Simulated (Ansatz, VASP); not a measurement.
## V: VASP beside Ansatz

The input INCAR:

```
SYSTEM = V
ALGO = Normal
EDIFF = 1E-6
EDIFFG = -0.04
ENCUT = 600
GGA = PS
IBRION = 2
ISIF = 3
ISMEAR = 0
LASPH = .True.
LCHARG = .False.
LREAL = .False.
LWAVE = .False.
NELM = 60
NSW = 90
PREC = Accurate
SIGMA = 0.1
```

KPOINTS

```
k-points
0
Gamma
  6 6 6
  0 0 0
```

The input POSCAR:

```
V
1.0
    0.0000000000      2.5118249708      2.5118249708
    2.5118249708      0.0000000000      2.5118249708
    2.5118249708      2.5118249708      0.0000000000
V
2
Direct
    0.5000000000      0.5000000000      0.5000000000
    0.7500000000      0.7500000000      0.7500000000
```

Input for Ansatz:

```yaml
crystal:
  lattice:
    - [0.0, 2.5118249708, 2.5118249708]
    - [2.5118249708, 0.0, 2.5118249708]
    - [2.5118249708, 2.5118249708, 0.0]
  atoms:
    - { symbol: V, position: [0.5, 0.5, 0.5] }
    - { symbol: V, position: [0.75, 0.75, 0.75] }
basis:
  ecutwfc: 420
kpoints:
  mp_grid: { grid: [6, 6, 6] }
hamiltonian:
  xc: pbesol
scf:
  occupations: { method: gaussian, width: 0.1 }
  lower_state_search: "off"
output:
  forces: true
  stress: true
  eigenvalues: true
relax:
  adjacent_minimum: "off"
  f_tol: 0.04
  max_steps: 70
  cell: { stress_tol: 0.4 }
```

Alike in both runs: task relaxation of cell and atoms; functional PBEsol; k mesh 6 × 6 × 6; occupations gaussian, width 0.1 eV; no spin polarisation.

|  | VASP | Ansatz |
| --- | --- | --- |
| version | VASP 6.6.1 | Ansatz 0.2.0 |
| potentials or method | VASP PAW PBE potentials, release 64 (V_sv), cutoff 600 eV | scalar-relativistic, plane waves, PAW |
| valence electrons in the cell | 26 | 26 |

|  | VASP | Ansatz | Ansatz less VASP |
| --- | --- | --- | --- |
| gap on the k mesh at the Fermi level, each at its own relaxed structure (eV) | none | none | - |
| relaxed volume (Å³/atom) | 17.56 | 17.41 | -0.146 |
| relaxed length of the cell vector where the two differ most in proportion (Å) | 3.676 | 3.666 | -0.0102 |

VASP's potentials were made for PBE, not for PBEsol. A gap of «none» marks a metal or a gap that the smearing closes.

The k mesh is coarse, so the values compare programs but aren't converged.
